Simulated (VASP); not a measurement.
# BN (P3m1) in VASP: a series of runs

BN is run at these levels: PBE; tasks: single point.

All numbers are computed with VASP 6.6.1; they aren't measurements. Logs are shortened: lines on timing, memory, paths and dates and some standing lists are left out, and cuts for length are marked.

**1. The cell of the first run**

It takes space group P3m1 (No. 156, trigonal). The conventional cell has a = 2.564 Å, b = 2.564 Å, c = 17.061 Å, α = 90.00°, β = 90.00°, γ = 120.00°. Within 2.1 Å of B (site symmetry 3m) lie 3 N at 1.57 Å. Within 2.1 Å of B (site symmetry 3m) lie 4 N at 1.57 Å. Within 2.1 Å of B (site symmetry 3m) lie 4 N at 1.57 Å. Within 2.1 Å of B (site symmetry 3m) lie 4 N at 1.57 Å. B (site symmetry 3m) has 4 N at 1.57 Å within 2.1 Å. Within 2.1 Å of B (site symmetry 3m) lie 4 N at 1.57 Å. N (site symmetry 3m) has 4 B at 1.57 Å within 2.1 Å. N (site symmetry 3m) has 4 B at 1.57 Å within 2.1 Å.

**2. Single point, PBE (the distance across one plane changed)**

INCAR

```
PREC = Accurate
ENCUT = 520
EDIFF = 1E-6
ISMEAR = 0
SIGMA = 0.05
LREAL = F
LASPH = T
NELM = 60
ALGO = Normal
ISIF = 2
LWAVE = F
LCHARG = T
GGA = PE
LELF = T
LVHAR = T
NBANDS = 36
```

KPOINTS

```
regular mesh
0
Gamma
  10 10 2
```

POSCAR

```
BN
1.0
    1.8130010000     -1.8130010000      0.0000000000
    1.8130010000      0.0000000000     -1.8130010000
    9.8500802114      9.8500802114      9.8500802114
B N
6 6
Direct
    0.6666666667      0.6666666667      0.0459903378
    0.0000000000      0.0000000000      0.6595220591
    0.3333333333      0.3333333333      0.1686966821
    0.6666666667      0.6666666667      0.4141093706
    0.0000000000      0.0000000000      0.2914030263
    0.3333333333      0.3333333333      0.5368157148
    0.6666666667      0.6666666667      0.3220796124
    1.0000000000      1.0000000000      0.1993732681
    0.3333333333      0.3333333333      0.4447859566
    0.6666666667      0.6666666667      0.6901986452
    0.0000000000      0.0000000000      0.5674923009
    0.3333333333      0.3333333333      0.0766669239
```

Potentials or basis: VASP PAW PBE potentials, release 64 (B, N).

Command:

```console
cat potpaw_PBE.64/B/POTCAR potpaw_PBE.64/N/POTCAR > POTCAR
mpirun -np 1 vasp_std > vasp.out
```

OUTCAR:

```text
PREC = Accurate
   ENCUT = 520
   EDIFF = 1E-6
   ISMEAR = 0
   LREAL = F
   LASPH = T
   NELM = 60
   ISIF = 2
   GGA = PE

 ion  position               nearest neighbor table
   1  0.667  0.667  0.046-  12 1.57  12 1.57  12 1.57
   2  0.000  0.000  0.660-  10 1.57  11 1.57  10 1.57  10 1.57
   3  0.333  0.333  0.169-   8 1.57   8 1.57   8 1.57  12 1.57
   4  0.667  0.667  0.414-   9 1.57   9 1.57   9 1.57   7 1.57
   5  0.000  0.000  0.291-   7 1.57   8 1.57   7 1.57   7 1.57
   6  0.333  0.333  0.537-  11 1.57   9 1.57  11 1.57  11 1.57
   7  0.667  0.667  0.322-   5 1.57   4 1.57   5 1.57   5 1.57
   8  0.000  0.000  0.199-   3 1.57   3 1.57   3 1.57   5 1.57
   9  0.333  0.333  0.445-   4 1.57   4 1.57   4 1.57   6 1.57
  10  0.667  0.667  0.690-   2 1.57   2 1.57   2 1.57
  11  0.000  0.000  0.567-   6 1.57   2 1.57   6 1.57   6 1.57
  12  0.333  0.333  0.077-   1 1.57   1 1.57   3 1.57   1 1.57

  LATTYP: Found a hexagonal cell.
 ALAT       =     2.5639706028
 C/A-ratio  =     6.6540698112

  Lattice vectors:

 A1 = (  -1.8130010000,   0.0000000000,   1.8130010000)
 A2 = (   1.8130010000,  -1.8130010000,  -0.0000000000)
 A3 = (   9.8500802114,   9.8500802114,   9.8500802114)

Analysis of symmetry for initial positions (statically):
=====================================================================
 Subroutine PRICEL returns:
 Original cell was already a primitive cell.

 Routine SETGRP: Setting up the symmetry group for a
 hexagonal supercell.

 Subroutine GETGRP returns: Found  6 space group operations
 (whereof  6 operations were pure point group operations)
 out of a pool of 24 trial point group operations.

The static configuration has the point symmetry C_3v.

Analysis of symmetry for dynamics (positions and initial velocities):
=====================================================================
 Subroutine PRICEL returns:
 Original cell was already a primitive cell.

 Routine SETGRP: Setting up the symmetry group for a
 hexagonal supercell.

 Subroutine GETGRP returns: Found  6 space group operations
 (whereof  6 operations were pure point group operations)
 out of a pool of 24 trial point group operations.

The dynamic configuration has the point symmetry C_3v.

 Subroutine INISYM returns: Found  6 space group operations
 (whereof  6 operations are pure point group operations),
 and found     1 'primitive' translations

----------------------------------------------------------------------------------------

                                     Primitive cell

  volume of cell :      97.1308

  direct lattice vectors                    reciprocal lattice vectors
     1.813001000 -1.813001000  0.000000000     0.183857225 -0.367714451  0.183857225
     1.813001000  0.000000000 -1.813001000     0.183857225  0.183857225 -0.367714451
     9.850080211  9.850080211  9.850080211     0.033840672  0.033840672  0.033840672

  length of vectors
     2.563970603  2.563970603 17.060839385     0.450356388  0.450356388  0.058613763

  position of ions in fractional coordinates (direct lattice)
     0.666666667  0.666666667  0.045990338
     0.000000000  0.000000000  0.659522059
     0.333333333  0.333333333  0.168696682
     0.666666667  0.666666667  0.414109371
     0.000000000  0.000000000  0.291403026
     0.333333333  0.333333333  0.536815715
     0.666666667  0.666666667  0.322079612
     0.000000000  0.000000000  0.199373268
     0.333333333  0.333333333  0.444785957
     0.666666667  0.666666667  0.690198645
     0.000000000  0.000000000  0.567492301
     0.333333333  0.333333333  0.076666924

  ion indices of the primitive-cell ions
   primitive index   ion index
                 1           1
                 2           2
                 3           3
                 4           4
                 5           5
                 6           6
                 7           7
                 8           8
                 9           9
                10          10
                11          11
                12          12

----------------------------------------------------------------------------------------

 KPOINTS: regular mesh

Automatic generation of k-mesh.
 Grid dimensions read from file:
 generate k-points for:   10   10    2

 Generating k-lattice:

  Cartesian coordinates                     Fractional coordinates (reciprocal lattice)
     0.018385723 -0.036771445  0.018385723     0.100000000  0.000000000  0.000000000
     0.018385723  0.018385723 -0.036771445     0.000000000  0.100000000  0.000000000
     0.016920336  0.016920336  0.016920336     0.000000000  0.000000000  0.500000000

  Length of vectors
     0.045035639  0.045035639  0.029306882

  Shift w.r.t. Gamma in fractional coordinates (k-lattice)
     0.000000000  0.000000000  0.000000000

 Subroutine IBZKPT returns following result:
 ===========================================

 Found     28 irreducible k-points:

 Following reciprocal coordinates:
            Coordinates               Weight
  0.000000  0.000000  0.000000      1.000000
  0.100000  0.000000  0.000000      6.000000
  0.200000  0.000000  0.000000      6.000000
  0.300000  0.000000  0.000000      6.000000
  0.400000  0.000000  0.000000      6.000000
  0.500000  0.000000  0.000000      3.000000
[... 16 lines left out ...]
  0.400000  0.100000  0.500000     12.000000
  0.500000  0.100000  0.500000     12.000000
 [... further k-points ...]
   k-points           NKPTS =     28   k-points in BZ     NKDIM =     28   number of bands    NBANDS=     36
   number of dos      NEDOS =    301   number of ions     NIONS =     12
   total plane-waves  NPLWV =  51200
   dimension x,y,z NGX =    20 NGY =   20 NGZ =  128
   dimension x,y,z NGXF=    40 NGYF=   40 NGZF=  256
   ions per type =               6   6
   NGX,Y,Z   is equivalent  to a cutoff of  12.97, 12.97, 12.47 a.u.
   NGXF,Y,Z  is equivalent  to a cutoff of  25.94, 25.94, 24.95 a.u.
 SYSTEM =  unknown system
   PREC   = accura    normal or accurate (medium, high low for compatibility)
   ISTART =      0    job   : 0-new  1-cont  2-samecut
   ICHARG =      2    charge: 1-file 2-atom 10-const
   ISPIN  =      1    spin polarized calculation?
   LNONCOLLINEAR =      F non collinear calculations
   LSORBIT =      F    spin-orbit coupling
   LASPH  =      T    aspherical Exc in radial PAW
   ENCUT  =  520.0 eV  38.22 Ry    6.18 a.u.   4.77  4.77 31.72*2*pi/ulx,y,z
   NELM   =     60;   NELMIN=  2; NELMDL= -5     # of ELM steps
   EDIFF  = 0.1E-05   stopping-criterion for ELM
   LREAL  =      F    real-space projection
   EDIFFG = 0.1E-04   stopping-criterion for IOM
   NSW    =      0    number of steps for IOM
   IBRION =     -1    ionic relax: 0-MD 1-quasi-New 2-CG
   NFREE  =      0    steps in history (QN), initial steepest desc. (CG)
   ISIF   =      2    stress and relaxation
   ISYM   =      2    0-nonsym 1-usesym 2-fastsym
   POTIM  = 0.5000    time-step for ionic-motion
   TEBEG  =    0.0;   TEEND  =   0.0 temperature during run
   PSTRESS=    0.0 pullay stress
   NELECT =      48.0000    total number of electrons
   NUPDOWN=      -1.0000    fix difference up-down
   EMIN   =  10.00;   EMAX   =-10.00  energy-range for DOS
   EFERMI =   0.00;   METHOD = LEGACY
   ISMEAR =     0;   SIGMA  =   0.05  broadening in eV -4-tet -1-fermi 0-gaus
   EFERMI_NEDOS =   21; number of points for ismear=-14 and -15
   IALGO  =     38    algorithm
   IMIX   =      4    mixing-type and parameters
     AMIX     =   0.40;   BMIX     =  1.00
     AMIX_MAG =   1.60;   BMIX_MAG =  1.00
  volume/ion in A,a.u.               =       8.09        54.62
  Fermi-wavevector in a.u.,A,eV,Ry     =   1.294304  2.445879 22.792781  1.675222
  Thomas-Fermi vector in A             =   2.425895
   LORBIT       =      0    0 simple, 1 ext, 2 COOP (PROOUT), +10 PAW based schemes
   GGA     = PE    functional components
   LHFCALC =     F    Hartree Fock is set to
   AEXX    =    0.0000 exact exchange contribution
   IVDW    =     0    specifies the selected vdW correction
   LEPSILON=     F    determine dielectric tensor
   LRPA    =     F    only Hartree local field effects (RPA)
 non-spin polarized calculation
 Gauss-broadening in eV      SIGMA  =   0.05
  energy-cutoff  :      520.00
  volume of cell :       97.13
 maximum number of plane-waves:      2632
   NGX =  9   NGY =  9   NGZ = 63

 number of electron      48.0000000 magnetization

 Free energy of the ion-electron system (eV)
  ---------------------------------------------------
  ext. energy  EPLUGINS =         0.00000000
  ---------------------------------------------------
  free energy    TOTEN  =       -99.80954966 eV

  energy without entropy =      -99.78759266  energy(sigma->0) =      -99.79857116

 E-fermi :   4.8679     XC(G=0): -10.3590

 val. band max:        4.8538330370   @ k =   0.3000   0.0000   0.0000
 cond. band min:       4.8763726598   @ k =   0.3000   0.1000  -0.0000
 fundamental gap:      0.0225396228
 Fermi energy:         4.8678628515

 k-point     1 :       0.0000    0.0000    0.0000
  band No.  band energies     occupation
      1     -17.4277      2.00000
      2     -16.4674      2.00000
      3     -15.5683      2.00000
      4     -14.5970      2.00000
      5     -13.4755      2.00000
      6     -11.2097      2.00000
[... 28 lines left out ...]
     35      12.8605      0.00000
     36      12.9196      0.00000

 k-point     2 :       0.1000    0.0000    0.0000
  band No.  band energies     occupation
      1     -17.2163      2.00000
      2     -16.2597      2.00000
      3     -15.3670      2.00000
      4     -14.4057      2.00000
      5     -13.2948      2.00000
      6     -11.0324      2.00000
[... 850 lines left out ...]
 k-point    24 :       0.5000    0.1000    0.5000
  band No.  band energies     occupation
      1     -13.7226      2.00000
      2     -13.0516      2.00000
      3     -12.5077      2.00000
      4     -11.9088      2.00000
      5     -11.1018      2.00000
      6      -8.7794      2.00000
[... 28 lines left out ...]
     35      14.7209      0.00000
     36      14.9886      0.00000

 [... further k-points ...]

------------------------ aborting loop because EDIFF is reached ----------------------------------------

  FORCE on cell =-STRESS in cart. coord.  units (eV):
  Direction    XX          YY          ZZ          XY          YZ          ZX
  --------------------------------------------------------------------------------------
  -------------------------------------------------------------------------------------
  Total       -1.4920752     -1.4920752     -1.4920752      1.1490328      1.1490328      1.1490328
  in kB      -24.6118454    -24.6118454    -24.6118454     18.9533464     18.9533464     18.9533464
  external PRESSURE =     -24.6118454 kB  Pullay stress =       0.0000000 kB

 VOLUME and BASIS-vectors are now :
 -----------------------------------------------------------------------------
  energy-cutoff  :      520.00
  volume of cell :       97.13
      direct lattice vectors                 reciprocal lattice vectors
     1.813001000 -1.813001000  0.000000000     0.183857225 -0.367714451  0.183857225
     1.813001000  0.000000000 -1.813001000     0.183857225  0.183857225 -0.367714451
     9.850080211  9.850080211  9.850080211     0.033840672  0.033840672  0.033840672

 POSITION                                       TOTAL-FORCE (eV/Angst)
 -----------------------------------------------------------------------------------
      2.87034     -0.75566     -0.75566         0.469422      0.469422      0.469422
      6.49635      6.49635      6.49635         1.897148      1.897148      1.897148
      2.87034      1.05734      1.05734         0.434605      0.434605      0.434605
      6.49635      2.87034      2.87034         0.303628      0.303628      0.303628
      2.87034      2.87034      2.87034         0.286187      0.286187      0.286187
      6.49635      4.68334      4.68334         0.433342      0.433342      0.433342
      5.58984      1.96384      1.96384        -0.288188     -0.288188     -0.288188
      1.96384      1.96384      1.96384        -0.267548     -0.267548     -0.267548
      5.58984      3.77684      3.77684        -0.336393     -0.336393     -0.336393
      9.21585      5.58984      5.58984        -1.412930     -1.412930     -1.412930
      5.58984      5.58984      5.58984        -0.736883     -0.736883     -0.736883
      1.96384      0.15084      0.15084        -0.782392     -0.782392     -0.782392
 -----------------------------------------------------------------------------------
    total drift:                                0.002319      0.002320      0.002320

  FREE ENERGIE OF THE ION-ELECTRON SYSTEM (eV)
  ---------------------------------------------------
  free  energy   TOTEN  =       -99.8095496621 eV

  energy  without entropy=      -99.7875926554  energy(sigma->0) =      -99.79857116
```

Wall time 3.3 min (1 thread of Intel Xeon Platinum 8559C (Emerald Rapids), shared host); peak memory 0.24 GiB.

Results:

| Quantity | Value |
| --- | --- |
| Free energy | -99.8095 eV |
| Pressure | -2.5 GPa |
| Largest force | 3.286 eV/Å |
| Band gap on the k mesh | zero (bands 24 and 25 overlap by 0.39 eV) |

Forces on the atoms (eV/Å):
```
B    0.469  0.469  0.469
B    1.897  1.897  1.897
B    0.435  0.435  0.435
B    0.304  0.304  0.304
B    0.286  0.286  0.286
B    0.433  0.433  0.433
N   -0.288 -0.288 -0.288
N   -0.268 -0.268 -0.268
N   -0.336 -0.336 -0.336
N   -1.413 -1.413 -1.413
N   -0.737 -0.737 -0.737
N   -0.782 -0.782 -0.782
```

Stress tensor (GPa, compression positive):
```
-2.46  1.90  1.90
 1.90 -2.46  1.90
 1.90  1.90 -2.46
```

Caveat: the cell differs from its parent crystal (the distance across one plane changed); semilocal functionals underestimate gaps, and a narrow one can read as zero; forces of over 1 eV/Å act on the atoms, so gaps and moduli don't describe the material at rest.

**3. Single point, PBE (the distance across one plane changed)**

INCAR

```
PREC = Accurate
ENCUT = 520
EDIFF = 1E-7
ISMEAR = 0
SIGMA = 0.05
LREAL = False
LASPH = True
NELM = 100
ALGO = Normal
ISIF = 2
LWAVE = False
LCHARG = True
GGA = PE
LELF = True
LVHAR = True
NBANDS = 36
```

KPOINTS

```
Automatic mesh
0
Gamma
  10 10 2
```

POSCAR

```
BN
1.0
    1.8130010000     -1.8130010000      0.0000000000
    1.8130010000      0.0000000000     -1.8130010000
   10.7161056151     10.7161056151     10.7161056151
B N
6 6
Direct
    0.6666666667      0.6666666667      0.0422736144
    0.0000000000      0.0000000000      0.6062225790
    0.3333333333      0.3333333333      0.1550634073
    0.6666666667      0.6666666667      0.3806429932
    0.0000000000      0.0000000000      0.2678532002
    0.3333333333      0.3333333333      0.4934327861
    0.6666666667      0.6666666667      0.2960506485
    1.0000000000      1.0000000000      0.1832608556
    0.3333333333      0.3333333333      0.4088404414
    0.6666666667      0.6666666667      0.6344200273
    0.0000000000      0.0000000000      0.5216302343
    0.3333333333      0.3333333333      0.0704710626
```

Potentials or basis: VASP PAW PBE potentials, release 64 (B, N).

Command:

```console
cat potpaw_PBE.64/B/POTCAR potpaw_PBE.64/N/POTCAR > POTCAR
mpirun -np 1 vasp_std > vasp.out
```

OUTCAR:

```text
PREC = Accurate
   ENCUT = 520
   EDIFF = 1E-7
   ISMEAR = 0
   LREAL = False
   LASPH = True
   NELM = 100
   ISIF = 2
   GGA = PE

 ion  position               nearest neighbor table
   1  0.667  0.667  0.042-  12 1.57  12 1.57  12 1.57
   2  0.000  0.000  0.606-  11 1.57  10 1.57  10 1.57  10 1.57
   3  0.333  0.333  0.155-  12 1.57   8 1.57   8 1.57   8 1.57
   4  0.667  0.667  0.381-   9 1.57   9 1.57   7 1.57   9 1.57
   5  0.000  0.000  0.268-   8 1.57   7 1.57   7 1.57   7 1.57
[... 1166 lines left out ...]

 VOLUME and BASIS-vectors are now :
 -----------------------------------------------------------------------------
  energy-cutoff  :      520.00
  volume of cell :      105.67
      direct lattice vectors                 reciprocal lattice vectors
     1.813001000 -1.813001000  0.000000000     0.183857225 -0.367714451  0.183857225
     1.813001000  0.000000000 -1.813001000     0.183857225  0.183857225 -0.367714451
    10.716105615 10.716105615 10.716105615     0.031105828  0.031105828  0.031105828

 POSITION                                       TOTAL-FORCE (eV/Angst)
 -----------------------------------------------------------------------------------
      2.87034     -0.75566     -0.75566         0.439248      0.439248      0.439248
      6.49635      6.49635      6.49635         1.932155      1.932155      1.932155
      2.87034      1.05734      1.05734         0.427041      0.427041      0.427041
      6.49635      2.87034      2.87034         0.297279      0.297279      0.297279
      2.87034      2.87034      2.87034         0.278582      0.278582      0.278582
      6.49635      4.68334      4.68334         0.431644      0.431644      0.431644
      5.58984      1.96384      1.96384        -0.281583     -0.281583     -0.281583
      1.96384      1.96384      1.96384        -0.259588     -0.259588     -0.259588
      5.58984      3.77684      3.77684        -0.330240     -0.330240     -0.330240
      9.21585      5.58984      5.58984        -1.454823     -1.454823     -1.454823
      5.58984      5.58984      5.58984        -0.736665     -0.736665     -0.736665
      1.96384      0.15084      0.15084        -0.743050     -0.743050     -0.743050
 -----------------------------------------------------------------------------------
    total drift:                                0.002009      0.002010      0.002010

  FREE ENERGIE OF THE ION-ELECTRON SYSTEM (eV)
  ---------------------------------------------------
  free  energy   TOTEN  =       -99.7984206702 eV

  energy  without entropy=      -99.7762531479  energy(sigma->0) =      -99.78733691
```

Run time: 5.7 min. Hardware: 1 thread of Intel Xeon Platinum 8559C (Emerald Rapids), shared host; peak memory 0.25 GiB.

What came out:

- Free energy: -99.7984 eV
- Pressure: -2.3 GPa
- Largest force: 3.347 eV/Å
- Band gap on the k mesh: zero (bands 24 and 25 overlap by 0.39 eV)

Forces on the atoms (eV/Å):
```
B    0.439  0.439  0.439
B    1.932  1.932  1.932
B    0.427  0.427  0.427
B    0.297  0.297  0.297
B    0.279  0.279  0.279
B    0.432  0.432  0.432
N   -0.282 -0.282 -0.282
N   -0.260 -0.260 -0.260
N   -0.330 -0.330 -0.330
N   -1.455 -1.455 -1.455
N   -0.737 -0.737 -0.737
N   -0.743 -0.743 -0.743
```

Caveat: the cell differs from its parent crystal (the distance across one plane changed); semilocal functionals underestimate gaps, and a narrow one can read as zero; forces of over 1 eV/Å act on the atoms, so gaps and moduli don't describe the material at rest.

The gap in the log of VASP goes by the Fermi energy; the results here count the filled bands.